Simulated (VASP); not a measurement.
# KI (Cmcm) in VASP: notebook

KI is run at these levels: r2SCAN; tasks: single point.

All numbers are computed with VASP 6.6.1; they aren't measurements. Logs are shortened: lines on timing, memory, paths and dates and some standing lists are left out, and cuts for length are marked.

## 1. The cell of the first run

The typed cell holds 4 atoms: a = 4.905 Å, b = 4.905 Å, c = 8.582 Å, α = 90.00°, β = 90.00°, γ = 119.97°.

## 2. Single point, r2SCAN

POSCAR

```
KI
1.0
    2.4535653282     -4.2473909265      0.0000000000
    2.4535653282      4.2473909265      0.0000000000
    0.0000000000      0.0000000000      8.5819717627
K I
2 2
Direct
    0.5000000000      0.5000000000      0.5000000000
    0.5000000000      0.5000000000      0.0000000000
    0.8332910165      0.1667089835      0.2500000000
    0.1667089835      0.8332910165      0.7500000000
```

INCAR.step1

```
ALGO     = Normal         # electronic algorithm
EDIFF    = 1E-4           # SCF threshold, eV
ENCUT    = 520            # plane-wave cutoff, eV
GGA      = PE             # functional
ISMEAR   = 0              # smearing method
LASPH    = T              # aspherical terms in the spheres
LCHARG   = F              # write CHGCAR
LREAL    = F              # projectors in reciprocal space
LWAVE    = T              # write WAVECAR
NBANDS   = 24             # bands
NELM     = 60             # most SCF steps
PREC     = Accurate       # precision mode
SIGMA    = 0.02           # smearing width, eV
```

INCAR.step2

```
ALGO     = Normal         # electronic algorithm
EDIFF    = 1E-6           # SCF threshold, eV
ENCUT    = 520            # plane-wave cutoff, eV
ISIF     = 2              # what is computed and relaxed
ISMEAR   = 0              # smearing method
ISTART   = 1            
LASPH    = T              # aspherical terms in the spheres
LCHARG   = F              # write CHGCAR
LMIXTAU  = T            
LREAL    = F              # projectors in reciprocal space
LWAVE    = F              # write WAVECAR
METAGGA  = R2SCAN         # meta-GGA
NBANDS   = 24             # bands
NELM     = 60             # most SCF steps
PREC     = Accurate       # precision mode
SIGMA    = 0.02           # smearing width, eV
```

KPOINTS

```
k-points
0
Gamma
  6 6 4
```

Potentials or basis: VASP PAW PBE potentials, release 64 (K_sv, I).

The run is started by

```sh
cat potpaw_PBE.64/K_sv/POTCAR potpaw_PBE.64/I/POTCAR > POTCAR
cp INCAR.step1 INCAR
mpirun -np 1 vasp_std > vasp.out
cp INCAR.step2 INCAR
mpirun -np 1 vasp_std > vasp.out
```

OUTCAR:

```text
EDIFF = 1E-6
   ENCUT = 520
   ISIF = 2
   ISMEAR = 0
   ISTART = 1
   LASPH = T
   LREAL = F
   METAGGA = R2SCAN
   NELM = 60
   PREC = Accurate

 ion  position               nearest neighbor table
   1  0.500  0.500  0.500-   3 3.55   4 3.55   4 3.55   3 3.55   4 3.55   3 3.55
   2  0.500  0.500  0.000-   3 3.55   4 3.55   4 3.55   3 3.55   4 3.55   3 3.55
   3  0.833  0.167  0.250-   1 3.55   2 3.55   1 3.55   2 3.55   1 3.55   2 3.55
   4  0.167  0.833  0.750-   1 3.55   2 3.55   1 3.55   2 3.55   1 3.55   2 3.55

  LATTYP: Found a base centered orthorhombic cell.
 ALAT       =     4.9071306564
 B/A-ratio  =     1.7311097763
 C/A-ratio  =     1.7488777788

  Lattice vectors:

 A1 = (   2.4535653282,  -4.2473909265,   0.0000000000)
 A2 = (   2.4535653282,   4.2473909265,   0.0000000000)
 A3 = (   0.0000000000,   0.0000000000,   8.5819717627)

Analysis of symmetry for initial positions (statically):
=====================================================================
 Subroutine PRICEL returns:
 Original cell was already a primitive cell.

 Routine SETGRP: Setting up the symmetry group for a
 base centered orthorhombic supercell.

 Subroutine GETGRP returns: Found  8 space group operations
 (whereof  4 operations were pure point group operations)
 out of a pool of  8 trial point group operations.

The static configuration has the point symmetry C_2h.
 The point group associated with its full space group is D_2h.

Analysis of symmetry for dynamics (positions and initial velocities):
=====================================================================
 Subroutine PRICEL returns:
 Original cell was already a primitive cell.

 Routine SETGRP: Setting up the symmetry group for a
 base centered orthorhombic supercell.

 Subroutine GETGRP returns: Found  8 space group operations
 (whereof  4 operations were pure point group operations)
 out of a pool of  8 trial point group operations.

The dynamic configuration has the point symmetry C_2h.
 The point group associated with its full space group is D_2h.

 Subroutine INISYM returns: Found  8 space group operations
 (whereof  4 operations are pure point group operations),
 and found     1 'primitive' translations

----------------------------------------------------------------------------------------

                                     Primitive cell

  volume of cell :     178.8698

  direct lattice vectors                    reciprocal lattice vectors
     2.453565328 -4.247390926  0.000000000     0.203785077 -0.117719327  0.000000000
     2.453565328  4.247390926  0.000000000     0.203785077  0.117719327  0.000000000
     0.000000000  0.000000000  8.581971763     0.000000000  0.000000000  0.116523338

  length of vectors
     4.905131242  4.905131242  8.581971763     0.235342724  0.235342724  0.116523338

  position of ions in fractional coordinates (direct lattice)
     0.500000000  0.500000000  0.500000000
     0.500000000  0.500000000  0.000000000
     0.833291016  0.166708984  0.250000000
     0.166708984  0.833291016  0.750000000

  ion indices of the primitive-cell ions
   primitive index   ion index
                 1           1
                 2           2
                 3           3
                 4           4

----------------------------------------------------------------------------------------

 KPOINTS: k-points

Automatic generation of k-mesh.
 Grid dimensions read from file:
 generate k-points for:    6    6    4

 Generating k-lattice:

  Cartesian coordinates                     Fractional coordinates (reciprocal lattice)
     0.033964180 -0.019619888  0.000000000     0.166666667  0.000000000  0.000000000
     0.033964180  0.019619888  0.000000000     0.000000000  0.166666667  0.000000000
     0.000000000  0.000000000  0.029130835     0.000000000  0.000000000  0.250000000

  Length of vectors
     0.039223787  0.039223787  0.029130835

  Shift w.r.t. Gamma in fractional coordinates (k-lattice)
     0.000000000  0.000000000  0.000000000

 Subroutine IBZKPT returns following result:
 ===========================================

 Found     39 irreducible k-points:

 Following reciprocal coordinates:
            Coordinates               Weight
  0.000000  0.000000  0.000000      1.000000
  0.166667 -0.000000  0.000000      4.000000
  0.333333 -0.000000  0.000000      4.000000
  0.500000 -0.000000  0.000000      2.000000
  0.166667  0.166667  0.000000      2.000000
  0.333333  0.166667  0.000000      4.000000
[... 16 lines left out ...]
  0.333333  0.333333  0.250000      4.000000
  0.500000  0.333333  0.250000      8.000000
 [... further k-points ...]
   k-points           NKPTS =     39   k-points in BZ     NKDIM =     39   number of bands    NBANDS=     24
   number of dos      NEDOS =    301   number of ions     NIONS =      4
   total plane-waves  NPLWV =  82944
   dimension x,y,z NGX =    36 NGY =   36 NGZ =   64
   dimension x,y,z NGXF=    72 NGYF=   72 NGZF=  128
   ions per type =               2   2
   NGX,Y,Z   is equivalent  to a cutoff of  12.20, 12.20, 12.40 a.u.
   NGXF,Y,Z  is equivalent  to a cutoff of  24.40, 24.40, 24.80 a.u.
 SYSTEM =  unknown system
   PREC   = accura    normal or accurate (medium, high low for compatibility)
   ISTART =      1    job   : 0-new  1-cont  2-samecut
   ICHARG =      0    charge: 1-file 2-atom 10-const
   ISPIN  =      1    spin polarized calculation?
   LNONCOLLINEAR =      F non collinear calculations
   LSORBIT =      F    spin-orbit coupling
   LASPH  =      T    aspherical Exc in radial PAW
   ENCUT  =  520.0 eV  38.22 Ry    6.18 a.u.   9.12  9.12 15.96*2*pi/ulx,y,z
   NELM   =     60;   NELMIN=  2; NELMDL=  0     # of ELM steps
   EDIFF  = 0.1E-05   stopping-criterion for ELM
   LREAL  =      F    real-space projection
   EDIFFG = 0.1E-04   stopping-criterion for IOM
   NSW    =      0    number of steps for IOM
   IBRION =     -1    ionic relax: 0-MD 1-quasi-New 2-CG
   NFREE  =      0    steps in history (QN), initial steepest desc. (CG)
   ISIF   =      2    stress and relaxation
   ISYM   =      2    0-nonsym 1-usesym 2-fastsym
   POTIM  = 0.5000    time-step for ionic-motion
   TEBEG  =    0.0;   TEEND  =   0.0 temperature during run
   PSTRESS=    0.0 pullay stress
   NELECT =      32.0000    total number of electrons
   NUPDOWN=      -1.0000    fix difference up-down
   EMIN   =  10.00;   EMAX   =-10.00  energy-range for DOS
   EFERMI =   0.00;   METHOD = LEGACY
   ISMEAR =     0;   SIGMA  =   0.02  broadening in eV -4-tet -1-fermi 0-gaus
   EFERMI_NEDOS =   21; number of points for ismear=-14 and -15
   IALGO  =     38    algorithm
   IMIX   =      4    mixing-type and parameters
     AMIX     =   0.40;   BMIX     =  1.00
     AMIX_MAG =   1.60;   BMIX_MAG =  1.00
  volume/ion in A,a.u.               =      44.72       301.77
  Fermi-wavevector in a.u.,A,eV,Ry     =   0.922456  1.743190 11.577548  0.850926
  Thomas-Fermi vector in A             =   2.047985
   LORBIT       =      0    0 simple, 1 ext, 2 COOP (PROOUT), +10 PAW based schemes
   METAGGA = R2SCAN    functional components
   LHFCALC =     F    Hartree Fock is set to
   AEXX    =    0.0000 exact exchange contribution
   IVDW    =     0    specifies the selected vdW correction
   LEPSILON=     F    determine dielectric tensor
   LRPA    =     F    only Hartree local field effects (RPA)
 non-spin polarized calculation
 Gauss-broadening in eV      SIGMA  =   0.02
  energy-cutoff  :      520.00
  volume of cell :      178.87
 maximum number of plane-waves:      4856
   NGX = 19   NGY = 19   NGZ = 31

 number of electron      31.9999998 magnetization

 Free energy of the ion-electron system (eV)
  ---------------------------------------------------
  ext. energy  EPLUGINS =         0.00000000
  ---------------------------------------------------
  free energy    TOTEN  =       -67.88666437 eV

  energy without entropy =      -67.88666437  energy(sigma->0) =      -67.88666437

 E-fermi :  -0.5468     XC(G=0):  -7.4543

 val. band max:       -0.7501184417   @ k =   0.0000   0.0000   0.0000
 cond. band min:       3.7437108450   @ k =   0.0000   0.0000   0.0000
 fundamental gap:      4.4938292867
 Fermi energy:        -0.5468016796

 k-point     1 :       0.0000    0.0000    0.0000
  band No.  band energies     occupation
      1     -30.5703      2.00000
      2     -30.5657      2.00000
      3     -13.4544      2.00000
      4     -13.2845      2.00000
      5     -13.2845      2.00000
      6     -13.2719      2.00000
[... 16 lines left out ...]
     23       6.7625      0.00000
     24       7.6177      0.00000

 k-point     2 :       0.1667   -0.0000    0.0000
  band No.  band energies     occupation
      1     -30.5699      2.00000
      2     -30.5653      2.00000
      3     -13.4323      2.00000
      4     -13.3161      2.00000
      5     -13.2873      2.00000
      6     -13.2823      2.00000
[... 16 lines left out ...]
     23       6.9579      0.00000
     24       7.2629      0.00000

 k-point     3 :       0.3333   -0.0000    0.0000
  band No.  band energies     occupation
      1     -30.5691      2.00000
      2     -30.5645      2.00000
      3     -13.4016      2.00000
      4     -13.3586      2.00000
      5     -13.3029      2.00000
      6     -13.2930      2.00000
[... 16 lines left out ...]
     23       7.4925      0.00000
     24       7.9844      0.00000

 k-point     4 :       0.5000   -0.0000    0.0000
  band No.  band energies     occupation
      1     -30.5686      2.00000
      2     -30.5642      2.00000
      3     -13.4159      2.00000
      4     -13.3470      2.00000
      5     -13.3131      2.00000
      6     -13.2958      2.00000
[... 16 lines left out ...]
     23       8.0530      0.00000
     24       8.0856      0.00000

 k-point     5 :       0.1667    0.1667    0.0000
  band No.  band energies     occupation
      1     -30.5693      2.00000
      2     -30.5647      2.00000
      3     -13.3993      2.00000
      4     -13.3546      2.00000
      5     -13.2963      2.00000
      6     -13.2957      2.00000
[... 451 lines left out ...]
 k-point    22 :      -0.1667    0.1667    0.2500
  band No.  band energies     occupation
      1     -30.5692      2.00000
      2     -30.5660      2.00000
      3     -13.4103      2.00000
      4     -13.3184      2.00000
      5     -13.2857      2.00000
      6     -13.2854      2.00000
[... 16 lines left out ...]
     23       7.0052      0.00000
     24       7.1968      0.00000

 k-point    23 :       0.3333    0.3333    0.2500
  band No.  band energies     occupation
      1     -30.5678      2.00000
      2     -30.5646      2.00000
      3     -13.3541      2.00000
      4     -13.3539      2.00000
      5     -13.3357      2.00000
      6     -13.3040      2.00000
[... 16 lines left out ...]
     23       7.9772      0.00000
     24       8.2552      0.00000

 k-point    24 :       0.5000    0.3333    0.2500
  band No.  band energies     occupation
      1     -30.5680      2.00000
      2     -30.5648      2.00000
      3     -13.3818      2.00000
      4     -13.3455      2.00000
      5     -13.3205      2.00000
      6     -13.3038      2.00000
[... 16 lines left out ...]
     23       7.6480      0.00000
     24       8.1427      0.00000

 [... further k-points ...]
[... 5 lines left out ...]
  --------------------------------------------------------------------------------------
  -------------------------------------------------------------------------------------
  Total       -0.0178614     -0.0080853     -0.0041242      0.0000000     -0.0000000      0.0000000
  in kB       -0.1599887     -0.0724219     -0.0369414      0.0000000     -0.0000000      0.0000000
  external PRESSURE =      -0.0897840 kB  Pullay stress =       0.0000000 kB

 VOLUME and BASIS-vectors are now :
 -----------------------------------------------------------------------------
  energy-cutoff  :      520.00
  volume of cell :      178.87
      direct lattice vectors                 reciprocal lattice vectors
     2.453565328 -4.247390926  0.000000000     0.203785077 -0.117719327  0.000000000
     2.453565328  4.247390926  0.000000000     0.203785077  0.117719327  0.000000000
     0.000000000  0.000000000  8.581971763     0.000000000  0.000000000  0.116523338

 POSITION                                       TOTAL-FORCE (eV/Angst)
 -----------------------------------------------------------------------------------
      2.45357      0.00000      4.29099        -0.000000      0.000000      0.000000
      2.45357      0.00000      0.00000         0.000000     -0.000000      0.000000
      2.45357     -2.83123      2.14549         0.000000     -0.001154     -0.000000
      2.45357      2.83123      6.43648         0.000000      0.001154      0.000000
 -----------------------------------------------------------------------------------
    total drift:                                0.000000      0.000000     -0.000000

  FREE ENERGIE OF THE ION-ELECTRON SYSTEM (eV)
  ---------------------------------------------------
  free  energy   TOTEN  =       -67.8866643680 eV

  energy  without entropy=      -67.8866643680  energy(sigma->0) =      -67.88666437
```

Run time: 16 min. Hardware: 1 thread of Intel Xeon 8259CL, shared host; peak memory 0.4 GiB.

Results:

| Item | Value |
| --- | --- |
| Free energy | -67.8867 eV |
| Pressure | 0.0 GPa |
| Band gap on the k mesh | 4.49 eV |

Levels at points of the mesh, in eV from the valence-band top:
| k point | band 12 | band 13 | band 14 | band 15 | band 16 | band 17 | band 18 | band 19 | band 20 | band 21 |
| --- | --- | --- | --- | --- | --- | --- | --- | --- | --- | --- |
| (0.00, 0.00, 0.00) | -0.27 | -0.27 | -0.19 | 0.00 | 0.00 | 4.49 | 6.06 | 6.22 | 7.28 | 7.29 |
| (0.50, 0.00, 0.00) | -0.93 | -0.68 | -0.59 | -0.36 | -0.35 | 5.57 | 6.34 | 6.36 | 7.71 | 8.13 |
| (0.50, 0.50, 0.00) | -0.93 | -0.68 | -0.59 | -0.36 | -0.35 | 5.57 | 6.34 | 6.36 | 7.71 | 8.14 |
| (0.00, 0.00, 0.50) | -0.86 | -0.14 | -0.14 | -0.14 | -0.14 | 5.58 | 5.58 | 6.87 | 6.87 | 7.66 |
| (0.50, 0.00, 0.50) | -1.20 | -0.52 | -0.52 | -0.35 | -0.35 | 6.14 | 6.14 | 6.22 | 6.22 | 8.77 |
| (0.50, 0.50, 0.50) | -1.20 | -0.52 | -0.52 | -0.35 | -0.35 | 6.14 | 6.14 | 6.22 | 6.22 | 8.76 |

Caveat: the PAW data sets were made with another functional, which shifts forces and pressure a little; spin-orbit coupling is left out, which moves the levels of the heavy elements. A k mesh can miss the band edges.

[end of part 1 of 2]
